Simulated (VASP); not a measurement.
# Cd14Te17 (a cell with a defect) in VASP: single point with PBE

Aim: the single point of Cd14Te17 (a cell with a defect) with PBE.

Everything below comes from runs of VASP 6.6.1. Logs are shortened: lines on timing, memory, paths and dates and some standing lists are left out, and cuts for length are marked.

**1. The cell of the first run**

The cell holds a defect, 31 atoms: a = 11.462 Å, b = 11.462 Å, c = 11.462 Å, α = 109.47°, β = 109.47°, γ = 109.47°.

**2. Single point, PBE (atoms taken out, then relaxed in part)**

The input, INCAR:

```
  ALGO = Normal
  EDIFF = 1E-7
  ENCUT = 520
  GGA = PE
  ISIF = 2
  ISMEAR = 0
  KPAR = 2
  LASPH = T
  LCHARG = F
  LREAL = Auto
  LWAVE = F
  NBANDS = 156
  NCORE = 2
  NELECT = 268.0
  NELM = 100
  PREC = Accurate
  SIGMA = 0.01
```

The input, KPOINTS:

```
Automatic mesh
0
Gamma
  2 2 2
  0.5 0.5 0.5
```

The input, POSCAR:

```
Cd14Te17
1.0
   -6.6173732490      6.6173732490     -6.6173732490
   -6.6173732490     -6.6173732490      6.6173732490
    6.6173732490      6.6173732490      6.6173732490
Cd Te
14 17
Direct
    0.7594599755      0.2525082062     -0.0013164979
    0.7551717617      0.0025076075      0.2506520669
    0.5085934120      0.5095101914      0.0101384462
    0.4856069836      0.2396635876      0.2264790689
    0.4956106899     -0.0143252382      0.4964433584
    0.2515791832      0.7604215348     -0.0012889262
    0.2387588240      0.4864883360      0.2264405513
    0.2493871063     -0.0119193401      0.7562604237
    0.0015921179      0.7560928444      0.2506687317
   -0.0152460525      0.4965380924      0.4964652659
   -0.0128611875      0.2503158992      0.7562649615
    0.7534528065      0.7543875342      0.5137973367
    0.7548863088      0.5174997169      0.7568782827
    0.5165544692      0.7557904866      0.7568699019
    0.2484430522      0.2493566164      0.5010355569
    0.0087792058      0.0096886329      0.2318327066
    0.7444619932      0.2462839760      0.2437650341
    0.7501196361     -0.0001935199      0.4972361586
    0.5027982682      0.5037021851      0.2562490039
    0.5063062897      0.2479923708      0.4959566571
    0.5010720711     -0.0004264324      0.7511190347
    0.2453461258      0.7453547340      0.2437657153
    0.2470405503      0.5071894016      0.4959280055
    0.2477650251      0.2486934274      0.7625790286
    0.2233675282     -0.0014405060     -0.0042196929
   -0.0011204866      0.7510332434      0.4972509666
   -0.0013345052      0.5020136926      0.7511439206
   -0.0023915328      0.2242615446     -0.0042396738
    0.7768421172      0.7777773488      0.7773562344
    0.7522545638      0.5030058550      0.0007135910
    0.5020557768      0.7531612474      0.0007025943
```

Potentials or basis: VASP PAW PBE potentials, release 64 (Cd, Te).

On the command line:

```
$ cat potpaw_PBE.64/Cd/POTCAR potpaw_PBE.64/Te/POTCAR > POTCAR
$ mpirun -np 4 vasp_std > vasp.out
```

OUTCAR:

```text
EDIFF = 1E-7
   ENCUT = 520
   GGA = PE
   ISIF = 2
   ISMEAR = 0
   LASPH = T
   LREAL = Auto
   NELECT = 268.0
   NELM = 100
   PREC = Accurate

 ion  position               nearest neighbor table
   1  0.759  0.253  0.999-  28 2.86  30 2.89  17 2.89  21 2.90
   2  0.755  0.003  0.251-  18 2.86  17 2.86  31 2.87  16 2.96
   3  0.509  0.510  0.010-  30 2.86  31 2.86  19 2.87  24 2.94
   4  0.486  0.240  0.226-  25 2.82  19 2.86  17 2.88  20 2.98
   5  0.496  0.986  0.496-  22 2.84  21 2.85  18 2.86  20 2.97
   6  0.252  0.760  0.999-  25 2.86  31 2.89  22 2.89  27 2.90
   7  0.239  0.486  0.226-  28 2.82  19 2.86  22 2.88  23 2.98
   8  0.249  0.988  0.756-  25 2.83  26 2.86  21 2.86  24 2.97
   9  0.002  0.756  0.251-  26 2.86  22 2.86  30 2.87  16 2.96
  10  0.985  0.497  0.496-  17 2.84  27 2.85  26 2.86  23 2.97
  11  0.987  0.250  0.756-  28 2.83  18 2.86  27 2.86  24 2.97
  12  0.753  0.754  0.514-  29 2.85  18 2.89  26 2.89  19 2.90
  13  0.755  0.517  0.757-  29 2.83  30 2.86  27 2.88  20 2.98
  14  0.517  0.756  0.757-  29 2.83  31 2.86  21 2.88  23 2.98
  15  0.248  0.249  0.501-  16 2.88  23 2.98  20 2.98  24 3.00
  16  0.009  0.010  0.232-  15 2.88   9 2.96   2 2.96
  17  0.744  0.246  0.244-  10 2.84   2 2.86   4 2.88   1 2.89
  18  0.750  1.000  0.497-   2 2.86  11 2.86   5 2.86  12 2.89
  19  0.503  0.504  0.256-   7 2.86   4 2.86   3 2.87  12 2.90
  20  0.506  0.248  0.496-   5 2.97  15 2.98  13 2.98   4 2.98
  21  0.501  1.000  0.751-   5 2.85   8 2.86  14 2.88   1 2.90
  22  0.245  0.745  0.244-   5 2.84   9 2.86   7 2.88   6 2.89
  23  0.247  0.507  0.496-  10 2.97  15 2.98  14 2.98   7 2.98
  24  0.248  0.249  0.763-   3 2.94   8 2.97  11 2.97  15 3.00
  25  0.223  0.999  0.996-   4 2.82   8 2.83   6 2.86
  26  0.999  0.751  0.497-   9 2.86   8 2.86  10 2.86  12 2.89
  27  0.999  0.502  0.751-  10 2.85  11 2.86  13 2.88   6 2.90
  28  0.998  0.224  0.996-   7 2.82  11 2.83   1 2.86
  29  0.777  0.778  0.777-  14 2.83  13 2.83  12 2.85
  30  0.752  0.503  0.001-   3 2.86  13 2.86   9 2.87   1 2.89
  31  0.502  0.753  0.001-   3 2.86  14 2.86   2 2.87   6 2.89

  LATTYP: Found a body centered cubic cell.
 ALAT       =    13.2347464980

  Lattice vectors:

 A1 = (  -6.6173732490,   6.6173732490,  -6.6173732490)
 A2 = (  -6.6173732490,  -6.6173732490,   6.6173732490)
 A3 = (   6.6173732490,   6.6173732490,   6.6173732490)

Analysis of symmetry for initial positions (statically):
=====================================================================
 Subroutine PRICEL returns:
 Original cell was already a primitive cell.

 Routine SETGRP: Setting up the symmetry group for a
 body centered cubic supercell.

 Subroutine GETGRP returns: Found  1 space group operations
 (whereof  1 operations were pure point group operations)
[... 163 lines left out ...]
   PSTRESS=    0.0 pullay stress
   NELECT =     268.0000    total number of electrons
   NUPDOWN=      -1.0000    fix difference up-down
   EMIN   =  10.00;   EMAX   =-10.00  energy-range for DOS
   EFERMI =   0.00;   METHOD = LEGACY
   ISMEAR =     0;   SIGMA  =   0.01  broadening in eV -4-tet -1-fermi 0-gaus
   EFERMI_NEDOS =   21; number of points for ismear=-14 and -15
   IALGO  =     38    algorithm
   IMIX   =      4    mixing-type and parameters
     AMIX     =   0.40;   BMIX     =  1.00
     AMIX_MAG =   1.60;   BMIX_MAG =  1.00
  volume/ion in A,a.u.               =      37.39       252.32
  Fermi-wavevector in a.u.,A,eV,Ry     =   1.004803  1.898802 13.736830  1.009628
  Thomas-Fermi vector in A             =   2.137442
   LORBIT       =      0    0 simple, 1 ext, 2 COOP (PROOUT), +10 PAW based schemes
   GGA     = PE    functional components
   LHFCALC =     F    Hartree Fock is set to
   AEXX    =    0.0000 exact exchange contribution
   IVDW    =     0    specifies the selected vdW correction
   LEPSILON=     F    determine dielectric tensor
   LRPA    =     F    only Hartree local field effects (RPA)
 non-spin polarized calculation
 Gauss-broadening in eV      SIGMA  =   0.01
  energy-cutoff  :      520.00
  volume of cell :     1159.09
 maximum number of plane-waves:     31245
 NGX is ok and might be reduce to    90
   NGX = 43   NGY = 43   NGZ = 43

 number of electron     267.9999997 magnetization

 Free energy of the ion-electron system (eV)
  ---------------------------------------------------
  ext. energy  EPLUGINS =         0.00000000
  ---------------------------------------------------
  free energy    TOTEN  =       -78.41830191 eV

  energy without entropy =      -78.41500139  energy(sigma->0) =      -78.41665165

 E-fermi :   1.6150     XC(G=0):  -8.1716

 val. band max:        1.6079013995   @ k =   0.2500   0.2500  -0.2500
 cond. band min:       1.6198722108   @ k =   0.2500   0.2500   0.2500
 fundamental gap:      0.0119708113
 Fermi energy:         1.6149692422

 k-point     1 :       0.2500    0.2500    0.2500
  band No.  band energies     occupation
      1     -10.7846      2.00000
      2      -8.9387      2.00000
      3      -8.8968      2.00000
      4      -8.8822      2.00000
      5      -8.7055      2.00000
      6      -8.7028      2.00000
[... 585 lines left out ...]
    145       4.6688      0.00000
    146       4.7971      0.00000
 [bands above 146 left out]

------------------------ aborting loop because EDIFF is reached ----------------------------------------

  FORCE on cell =-STRESS in cart. coord.  units (eV):
  Direction    XX          YY          ZZ          XY          YZ          ZX
  --------------------------------------------------------------------------------------
  -------------------------------------------------------------------------------------
  Total      -18.3213950    -18.1122768    -18.0994985      0.7483661      1.1075997      0.7467519
  in kB      -25.3251622    -25.0361037    -25.0184407      1.0344460      1.5310048      1.0322147
  external PRESSURE =     -25.1265689 kB  Pullay stress =       0.0000000 kB

 VOLUME and BASIS-vectors are now :
 -----------------------------------------------------------------------------
  energy-cutoff  :      520.00
  volume of cell :     1159.09
      direct lattice vectors                 reciprocal lattice vectors
    -6.617373249  6.617373249 -6.617373249    -0.075558682  0.075558682  0.000000000
    -6.617373249 -6.617373249  6.617373249    -0.075558682  0.000000000  0.075558682
     6.617373249  6.617373249  6.617373249     0.000000000  0.075558682  0.075558682

 POSITION                                       TOTAL-FORCE (eV/Angst)
 -----------------------------------------------------------------------------------
     -0.08791      9.96335      3.25397         0.000169     -0.000499      0.001700
     -3.35519      6.63932     -3.32200         0.001119     -0.000811      0.001172
     -6.67008      0.06102      0.07316         0.006913     -0.000522      0.000355
     -3.30069      3.12620     -0.12880        -0.006781     -0.002407     -0.003238
     -6.51707      0.04221      6.52809         0.006779      0.006160     -0.001388
     -0.08794      3.24164      9.97604        -0.000021      0.003115     -0.001599
[... 23 lines left out ...]
     -8.30180      1.65409     -1.64465        -0.002404      0.002162     -0.006085
     -8.30159     -1.65701      1.66631        -0.002908     -0.004042      0.001261
 -----------------------------------------------------------------------------------
    total drift:                                0.001393     -0.003144     -0.003454

  FREE ENERGIE OF THE ION-ELECTRON SYSTEM (eV)
  ---------------------------------------------------
  free  energy   TOTEN  =       -78.4183019088 eV

  energy  without entropy=      -78.4150013855  energy(sigma->0) =      -78.41665165
```

Run time: 7.5 min. Hardware: 4 MPI ranks of AMD EPYC 7R13 (Zen 3), shared host; peak memory 0.86 GiB.

What came out:

```yaml
Free_energy: -78.4183 eV
Largest_force: 0.022 eV/Å
```

Forces in eV/Å, atoms in the order of the input:
```
Cd   0.000  0.000  0.002
Cd   0.001 -0.001  0.001
Cd   0.007 -0.001  0.000
Cd  -0.007 -0.002 -0.003
Cd   0.007  0.006 -0.001
Cd   0.000  0.003 -0.002
Cd  -0.006 -0.003 -0.002
Cd  -0.007 -0.001 -0.006
Cd   0.001  0.002  0.000
Cd   0.007 -0.002  0.007
Cd  -0.008 -0.006 -0.002
Cd  -0.010  0.003  0.003
Cd   0.007 -0.004 -0.006
Cd   0.007 -0.005 -0.004
Te   0.004  0.003  0.002
Te  -0.008 -0.006 -0.003
Te  -0.001  0.000 -0.003
Te   0.001  0.003  0.001
Te   0.006 -0.002 -0.003
Te   0.000 -0.005  0.021
Te  -0.001 -0.003 -0.001
Te  -0.002 -0.001  0.001
Te   0.002  0.020 -0.007
Te  -0.008 -0.006 -0.008
Te   0.009 -0.006  0.012
Te   0.001 -0.003  0.006
Te   0.000  0.001 -0.002
Te   0.011  0.012 -0.005
Te  -0.006  0.008  0.009
Te  -0.002  0.002 -0.006
Te  -0.003 -0.004  0.001
```

Levels at points of the mesh, in eV from the Fermi level:
| k point | band 132 | band 133 | band 134 | band 135 | band 136 | band 137 |
| --- | --- | --- | --- | --- | --- | --- |
| (0.25, 0.25, 0.25) | -0.10 | -0.09 | 0.00 | 0.03 | 1.06 | 1.08 |

Caveat: the cell carries a net charge on a neutralising background, which shifts energy and pressure; the cell differs from its parent crystal (atoms taken out, then relaxed in part); the cell is charged against a uniform background, so pressure and absolute levels hang on convention; spin-orbit coupling is left out, which moves the levels of the heavy elements.
